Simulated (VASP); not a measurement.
# Be in VASP: a series of runs

Be is run at these levels: PBE; tasks: electric field gradients.

Program: VASP 6.6.1. These are calculated values, not measurements. Logs are shortened: lines on timing, memory, paths and dates and some standing lists are left out, and cuts for length are marked.

## Step 1: The cell of the first run

The structure is tetragonal, space group I4/mmm (No. 139). The conventional cell has a = 2.456 Å, b = 2.456 Å, c = 2.506 Å, α = 90.00°, β = 90.00°, γ = 90.00°. Within 2.8 Å of Be (site symmetry 4/mmm) lie 14 Be at 2.14 to 2.51 Å.

## Step 2: Electric field gradients, PBE (equal xx and yy strain of -2 %)

The input, INCAR:

```
SYSTEM = Be
PREC = Accurate ; ENCUT = 520
EDIFF = 1E-8 ; ISMEAR = -1
SIGMA = 0.03 ; LREAL = .False.
LASPH = .True. ; NELM = 100
ALGO = Normal ; ISIF = 2
LWAVE = .False. ; LCHARG = .False.
GGA = PE ; LEFG = .True.
NBANDS = 7
```

The input, KPOINTS:

```
regular mesh
0
Gamma
  23 23 23
  0 0 0
```

The input, POSCAR:

```
Be
1.0
   -1.2280585323      1.2280585323      1.2531209513
    1.2280585323     -1.2280585323      1.2531209513
    1.2280585323      1.2280585323     -1.2531209513
Be
1
Direct
    0.0000000000      0.0000000000      0.0000000000
```

Potentials or basis: VASP PAW PBE potentials, release 64 (Be).

On the command line:

```console
$ cat potpaw_PBE.64/Be/POTCAR > POTCAR
$ mpirun -np 1 vasp_std > vasp.out
```

OUTCAR:

```text
SYSTEM = Be
   PREC = Accurate
   ENCUT = 520
   EDIFF = 1E-8
   ISMEAR = -1
   LREAL = .False.
   LASPH = .True.
   NELM = 100
   ISIF = 2
   GGA = PE

 ion  position               nearest neighbor table
   1  0.000  0.000  0.000-

  LATTYP: Found a body centered tetragonal cell.
 ALAT       =     2.4561170646
 C/A-ratio  =     1.0204081632

  Lattice vectors:

 A1 = (  -1.2280585323,   1.2280585323,   1.2531209513)
 A2 = (   1.2280585323,  -1.2280585323,   1.2531209513)
 A3 = (   1.2280585323,   1.2280585323,  -1.2531209513)

Analysis of symmetry for initial positions (statically):
=====================================================================
 Subroutine PRICEL returns:
 Original cell was already a primitive cell.

 Routine SETGRP: Setting up the symmetry group for a
 body centered tetragonal supercell.

 Subroutine GETGRP returns: Found 16 space group operations
 (whereof 16 operations were pure point group operations)
 out of a pool of 16 trial point group operations.

The static configuration has the point symmetry D_4h.

Analysis of symmetry for dynamics (positions and initial velocities):
=====================================================================
 Subroutine PRICEL returns:
 Original cell was already a primitive cell.

 Routine SETGRP: Setting up the symmetry group for a
 body centered tetragonal supercell.

 Subroutine GETGRP returns: Found 16 space group operations
 (whereof 16 operations were pure point group operations)
 out of a pool of 16 trial point group operations.

The dynamic configuration has the point symmetry D_4h.

 Subroutine INISYM returns: Found 16 space group operations
 (whereof 16 operations are pure point group operations),
 and found     1 'primitive' translations

----------------------------------------------------------------------------------------

                                     Primitive cell

  volume of cell :       7.5595

  direct lattice vectors                    reciprocal lattice vectors
    -1.228058532  1.228058532  1.253120951     0.000000000  0.407146717  0.399003783
     1.228058532 -1.228058532  1.253120951     0.407146717  0.000000000  0.399003783
     1.228058532  1.228058532 -1.253120951     0.407146717  0.407146717  0.000000000

  length of vectors
     2.141627334  2.141627334  2.141627334     0.570063565  0.570063565  0.575792409

  position of ions in fractional coordinates (direct lattice)
     0.000000000  0.000000000  0.000000000

  ion indices of the primitive-cell ions
   primitive index   ion index
                 1           1

----------------------------------------------------------------------------------------

 KPOINTS: regular mesh

Automatic generation of k-mesh.
 Grid dimensions read from file:
 generate k-points for:   23   23   23

 Generating k-lattice:

  Cartesian coordinates                     Fractional coordinates (reciprocal lattice)
     0.000000000  0.017702031  0.017347991     0.043478261  0.000000000 -0.000000000
     0.017702031  0.000000000  0.017347991     0.000000000  0.043478261 -0.000000000
     0.017702031  0.017702031  0.000000000     0.000000000  0.000000000  0.043478261

  Length of vectors
     0.024785372  0.024785372  0.025034453

  Shift w.r.t. Gamma in fractional coordinates (k-lattice)
     0.000000000  0.000000000  0.000000000

 Subroutine IBZKPT returns following result:
 ===========================================

 Found    936 irreducible k-points:

 Following reciprocal coordinates:
            Coordinates               Weight
  0.000000  0.000000  0.000000      1.000000
  0.043478  0.000000 -0.000000      8.000000
  0.086957  0.000000  0.000000      8.000000
  0.130435  0.000000  0.000000      8.000000
  0.173913  0.000000 -0.000000      8.000000
  0.217391 -0.000000  0.000000      8.000000
[... 16 lines left out ...]
  0.478261  0.043478 -0.000000     16.000000
 -0.478261  0.043478  0.000000     16.000000
 [... further k-points ...]
   k-points           NKPTS =    936   k-points in BZ     NKDIM =    936   number of bands    NBANDS=      7
   number of dos      NEDOS =    301   number of ions     NIONS =      1
   total plane-waves  NPLWV =   4096
   dimension x,y,z NGX =    16 NGY =   16 NGZ =   16
   dimension x,y,z NGXF=    32 NGYF=   32 NGZF=   32
   ions per type =               1
   NGX,Y,Z   is equivalent  to a cutoff of  12.42, 12.42, 12.42 a.u.
   NGXF,Y,Z  is equivalent  to a cutoff of  24.84, 24.84, 24.84 a.u.
 SYSTEM =  Be
   PREC   = accura    normal or accurate (medium, high low for compatibility)
   ISTART =      0    job   : 0-new  1-cont  2-samecut
   ICHARG =      2    charge: 1-file 2-atom 10-const
   ISPIN  =      1    spin polarized calculation?
   LNONCOLLINEAR =      F non collinear calculations
   LSORBIT =      F    spin-orbit coupling
   LASPH  =      T    aspherical Exc in radial PAW
   ENCUT  =  520.0 eV  38.22 Ry    6.18 a.u.   3.98  3.98  3.98*2*pi/ulx,y,z
   NELM   =    100;   NELMIN=  2; NELMDL= -5     # of ELM steps
   EDIFF  = 0.1E-07   stopping-criterion for ELM
   LREAL  =      F    real-space projection
   EDIFFG = 0.1E-06   stopping-criterion for IOM
   NSW    =      0    number of steps for IOM
   IBRION =     -1    ionic relax: 0-MD 1-quasi-New 2-CG
   NFREE  =      0    steps in history (QN), initial steepest desc. (CG)
   ISIF   =      2    stress and relaxation
   ISYM   =      2    0-nonsym 1-usesym 2-fastsym
   POTIM  = 0.5000    time-step for ionic-motion
   TEBEG  =    0.0;   TEEND  =   0.0 temperature during run
   PSTRESS=    0.0 pullay stress
   NELECT =       2.0000    total number of electrons
   NUPDOWN=      -1.0000    fix difference up-down
   EMIN   =  10.00;   EMAX   =-10.00  energy-range for DOS
   EFERMI =   0.00;   METHOD = LEGACY
   ISMEAR =    -1;   SIGMA  =   0.03  broadening in eV -4-tet -1-fermi 0-gaus
   EFERMI_NEDOS =   21; number of points for ismear=-14 and -15
   IALGO  =     38    algorithm
   IMIX   =      4    mixing-type and parameters
     AMIX     =   0.40;   BMIX     =  1.00
     AMIX_MAG =   1.60;   BMIX_MAG =  1.00
  volume/ion in A,a.u.               =       7.56        51.01
  Fermi-wavevector in a.u.,A,eV,Ry     =   1.050964  1.986034 15.027976  1.104525
  Thomas-Fermi vector in A             =   2.185988
   LORBIT       =      0    0 simple, 1 ext, 2 COOP (PROOUT), +10 PAW based schemes
   GGA     = PE    functional components
   LHFCALC =     F    Hartree Fock is set to
   AEXX    =    0.0000 exact exchange contribution
   IVDW    =     0    specifies the selected vdW correction
   LEPSILON=     F    determine dielectric tensor
   LRPA    =     F    only Hartree local field effects (RPA)
 non-spin polarized calculation
  energy-cutoff  :      520.00
  volume of cell :        7.56
 maximum number of plane-waves:       220
   NGX =  7   NGY =  7   NGZ =  7

 number of electron       2.0000000 magnetization

 Free energy of the ion-electron system (eV)
  ---------------------------------------------------
  ext. energy  EPLUGINS =         0.00000000
  ---------------------------------------------------
  free energy    TOTEN  =        -3.66276361 eV

  energy without entropy =       -3.66245762  energy(sigma->0) =       -3.66261062

 E-fermi :   8.2962     XC(G=0): -10.7604

 val. band max:        8.2952822314   @ k =   0.3478   0.3043   0.0870
 cond. band min:       8.3371042495   @ k =   0.3913   0.3043  -0.0000
 fundamental gap:      0.0418220182
 Fermi energy:         8.2962434625

 k-point     1 :       0.0000    0.0000    0.0000
  band No.  band energies     occupation
      1      -4.2016      2.00000
      2      28.1629      0.00000
      3      28.3190      0.00000
      4      28.3190      0.00000
      5      39.4869      0.00000
      6      39.4869      0.00000
      7      40.4051      0.00000

 k-point     2 :       0.0435    0.0000   -0.0000
  band No.  band energies     occupation
      1      -4.1347      2.00000
      2      27.8652      0.00000
      3      28.0398      0.00000
      4      28.1836      0.00000
      5      38.6498      0.00000
      6      38.9607      0.00000
      7      40.4721      0.00000

 k-point     3 :       0.0870    0.0000    0.0000
  band No.  band energies     occupation
      1      -3.9339      2.00000
      2      26.7874      0.00000
      3      27.3155      0.00000
      4      27.9518      0.00000
      5      36.8974      0.00000
      6      37.4819      0.00000
      7      40.6090      0.00000
[... 191 lines left out ...]
 k-point    23 :       0.4783    0.0435   -0.0000
  band No.  band energies     occupation
      1       2.9153      2.00000
      2       8.6979      0.00000
      3      20.8752      0.00000
      4      23.8146      0.00000
      5      30.2501      0.00000
      6      35.5585      0.00000
      7      45.0841      0.00000

 k-point    24 :      -0.4783    0.0435    0.0000
  band No.  band energies     occupation
      1       2.5243      2.00000
      2       9.2456      0.00000
      3      20.9651      0.00000
      4      23.8764      0.00000
      5      30.3259      0.00000
      6      35.4593      0.00000
      7      44.5391      0.00000

 [... further k-points ...]
[... 5 lines left out ...]
  --------------------------------------------------------------------------------------
  -------------------------------------------------------------------------------------
  Total        0.2021170      0.2021170      0.2422679      0.0000000      0.0000000      0.0000000
  in kB       42.8373213     42.8373213     51.3470385      0.0000000      0.0000000      0.0000000
  external PRESSURE =      45.6738937 kB  Pullay stress =       0.0000000 kB

 VOLUME and BASIS-vectors are now :
 -----------------------------------------------------------------------------
  energy-cutoff  :      520.00
  volume of cell :        7.56
      direct lattice vectors                 reciprocal lattice vectors
    -1.228058532  1.228058532  1.253120951     0.000000000  0.407146717  0.399003783
     1.228058532 -1.228058532  1.253120951     0.407146717  0.000000000  0.399003783
     1.228058532  1.228058532 -1.253120951     0.407146717  0.407146717  0.000000000

 POSITION                                       TOTAL-FORCE (eV/Angst)
 -----------------------------------------------------------------------------------
      0.00000      0.00000      0.00000        -0.000000     -0.000000      0.000000
 -----------------------------------------------------------------------------------
    total drift:                                0.000000     -0.000000      0.000000

  FREE ENERGIE OF THE ION-ELECTRON SYSTEM (eV)
  ---------------------------------------------------
  free  energy   TOTEN  =        -3.6627636079 eV

  energy  without entropy=       -3.6624576227  energy(sigma->0) =       -3.66261062

 Electric field gradients (V/A^2)
---------------------------------------------------------------------
 ion       V_xx      V_yy      V_zz      V_xy      V_xz      V_yz
---------------------------------------------------------------------
   1      -0.056    -0.056     0.113    -0.000    -0.000    -0.000
---------------------------------------------------------------------

 Electric field gradients after diagonalization (V/A^2)
 (convention: |V_zz| > |V_xx| > |V_yy|)
----------------------------------------------------------------------
 ion       V_xx      V_yy      V_zz     asymmetry (V_yy - V_xx)/ V_zz
----------------------------------------------------------------------
   1      -0.056    -0.056     0.113       0.000
----------------------------------------------------------------------

           NMR quadrupolar parameters

 Cq : quadrupolar parameter    Cq=e*Q*V_zz/h
 eta: asymmetry parameters     (V_yy - V_xx)/ V_zz
 Q  : nuclear electric quadrupole moment in mb (millibarn)
----------------------------------------------------------------------
 ion       Cq(MHz)       eta       Q (mb)
----------------------------------------------------------------------
   1       0.000       0.000       1.000
----------------------------------------------------------------------
```

Wall time 19 s (1 thread of Intel Xeon 6975P-C, shared host); peak memory 0.15 GiB.

Results:

```yaml
Free_energy: -3.6628 eV
Pressure: 4.6 GPa
Band_gap_on_the_k_mesh: zero (band 1 reaches 11.88 eV, above the bottom of band 2 at 6.99 eV)
```

Stress tensor (GPa, compression positive):
```
4.28 0.00 0.00
0.00 4.28 0.00
0.00 0.00 5.13
```

Levels at points of the mesh, in eV from the Fermi level:
```csv
k point,band 1,band 2,band 3,band 4
"(0.00, 0.00, 0.00)",-12.50,19.87,20.02,20.02
```

Caveat: the cell differs from its parent crystal (equal xx and yy strain of -2 %); without QUAD_EFG the Cq values of the log hold for a quadrupole moment of 1 mb, not for the nuclei.

## Step 3: Electric field gradients, PBE (equal xx and yy strain of +1 %)

The input, INCAR:

```
ALGO = Normal
EDIFF = 1E-8
ENCUT = 520
GGA = PE
ISIF = 2
ISMEAR = -1
LASPH = T
LCHARG = F
LEFG = T
LREAL = F
LWAVE = F
NBANDS = 7
NELM = 60
PREC = Accurate
SIGMA = 0.03
```

The input, KPOINTS:

```
k-points
0
Gamma
  23 23 23
```

The input, POSCAR:

```
Be
1.0
   -1.2656521608      1.2656521608      1.2531209513
    1.2656521608     -1.2656521608      1.2531209513
    1.2656521608      1.2656521608     -1.2531209513
Be
1
Direct
    0.0000000000      0.0000000000      0.0000000000
```

Potentials or basis: VASP PAW PBE potentials, release 64 (Be).

On the command line:

```console
$ cat potpaw_PBE.64/Be/POTCAR > POTCAR
$ mpirun -np 1 vasp_std > vasp.out
```

OUTCAR:

```text
EDIFF = 1E-8
   ENCUT = 520
   GGA = PE
   ISIF = 2
   ISMEAR = -1
   LASPH = T
   LREAL = F
   NELM = 60
   PREC = Accurate

 ion  position               nearest neighbor table
   1  0.000  0.000  0.000-

  LATTYP: Found a body centered tetragonal cell.
 ALAT       =     2.5313043216
 C/A-ratio  =     0.9900990099

  Lattice vectors:

 A1 = (  -1.2656521608,   1.2656521608,   1.2531209513)
 A2 = (   1.2656521608,  -1.2656521608,   1.2531209513)
 A3 = (   1.2656521608,   1.2656521608,  -1.2531209513)

Analysis of symmetry for initial positions (statically):
=====================================================================
 Subroutine PRICEL returns:
 Original cell was already a primitive cell.

 Routine SETGRP: Setting up the symmetry group for a
 body centered tetragonal supercell.

 Subroutine GETGRP returns: Found 16 space group operations
 (whereof 16 operations were pure point group operations)
 out of a pool of 16 trial point group operations.

The static configuration has the point symmetry D_4h.

Analysis of symmetry for dynamics (positions and initial velocities):
=====================================================================
 Subroutine PRICEL returns:
 Original cell was already a primitive cell.

 Routine SETGRP: Setting up the symmetry group for a
 body centered tetragonal supercell.

 Subroutine GETGRP returns: Found 16 space group operations
 (whereof 16 operations were pure point group operations)
 out of a pool of 16 trial point group operations.

The dynamic configuration has the point symmetry D_4h.
[... 143 lines left out ...]

 E-fermi :   7.7755     XC(G=0): -10.5616

 val. band max:        7.7690206241   @ k =  -0.4348   0.4783   0.3478
 cond. band min:       7.7805838659   @ k =  -0.4348  -0.4783   0.3043
 fundamental gap:      0.0115632419
 Fermi energy:         7.7754695724

 k-point     1 :       0.0000    0.0000    0.0000
  band No.  band energies     occupation
      1      -4.3678      2.00000
      2      26.7464      0.00000
      3      26.7464      0.00000
      4      26.8317      0.00000
      5      37.7683      0.00000
      6      38.2073      0.00000
      7      38.2073      0.00000
[... 221 lines left out ...]
 k-point    24 :      -0.4783    0.0435   -0.0000
  band No.  band energies     occupation
      1       2.2955      2.00000
      2       8.6860      0.00000
      3      19.5906      0.00000
      4      22.3737      0.00000
      5      28.6255      0.00000
      6      33.5205      0.00000
      7      43.2599      0.00000

 [... further k-points ...]
[... 5 lines left out ...]
  --------------------------------------------------------------------------------------
  -------------------------------------------------------------------------------------
  Total       -0.1445883     -0.1445883     -0.1689499      0.0000000      0.0000000      0.0000000
  in kB      -28.8510800    -28.8510800    -33.7121750      0.0000000      0.0000000      0.0000000
  external PRESSURE =     -30.4714450 kB  Pullay stress =       0.0000000 kB

 VOLUME and BASIS-vectors are now :
 -----------------------------------------------------------------------------
  energy-cutoff  :      520.00
  volume of cell :        8.03
      direct lattice vectors                 reciprocal lattice vectors
    -1.265652161  1.265652161  1.253120951     0.000000000  0.395053250  0.399003783
     1.265652161 -1.265652161  1.253120951     0.395053250  0.000000000  0.399003783
     1.265652161  1.265652161 -1.253120951     0.395053250  0.395053250  0.000000000

 POSITION                                       TOTAL-FORCE (eV/Angst)
 -----------------------------------------------------------------------------------
      0.00000      0.00000      0.00000         0.000000      0.000000      0.000000
 -----------------------------------------------------------------------------------
    total drift:                                0.000000     -0.000000     -0.000000

  FREE ENERGIE OF THE ION-ELECTRON SYSTEM (eV)
  ---------------------------------------------------
  free  energy   TOTEN  =        -3.6638406881 eV

  energy  without entropy=       -3.6632335897  energy(sigma->0) =       -3.66353714

 Electric field gradients (V/A^2)
---------------------------------------------------------------------
 ion       V_xx      V_yy      V_zz      V_xy      V_xz      V_yz
---------------------------------------------------------------------
   1       0.028     0.028    -0.056     0.000     0.000     0.000
---------------------------------------------------------------------

 Electric field gradients after diagonalization (V/A^2)
 (convention: |V_zz| > |V_xx| > |V_yy|)
----------------------------------------------------------------------
 ion       V_xx      V_yy      V_zz     asymmetry (V_yy - V_xx)/ V_zz
----------------------------------------------------------------------
   1       0.028     0.028    -0.056       0.000
----------------------------------------------------------------------

           NMR quadrupolar parameters

 Cq : quadrupolar parameter    Cq=e*Q*V_zz/h
 eta: asymmetry parameters     (V_yy - V_xx)/ V_zz
 Q  : nuclear electric quadrupole moment in mb (millibarn)
----------------------------------------------------------------------
 ion       Cq(MHz)       eta       Q (mb)
----------------------------------------------------------------------
   1      -0.000       0.000       1.000
----------------------------------------------------------------------
```

It took 20 s on 1 thread of Intel Xeon 6975P-C, shared host; peak memory 0.15 GiB.

Results:

* Free energy: -3.6638 eV
* Pressure: -3.0 GPa
* Band gap on the k mesh: zero (band 1 reaches 11.48 eV, above the bottom of band 2 at 6.50 eV)

Caveat: the cell differs from its parent crystal (equal xx and yy strain of +1 %); without QUAD_EFG the Cq values of the log hold for a quadrupole moment of 1 mb, not for the nuclei.

[end of part 1 of 3]
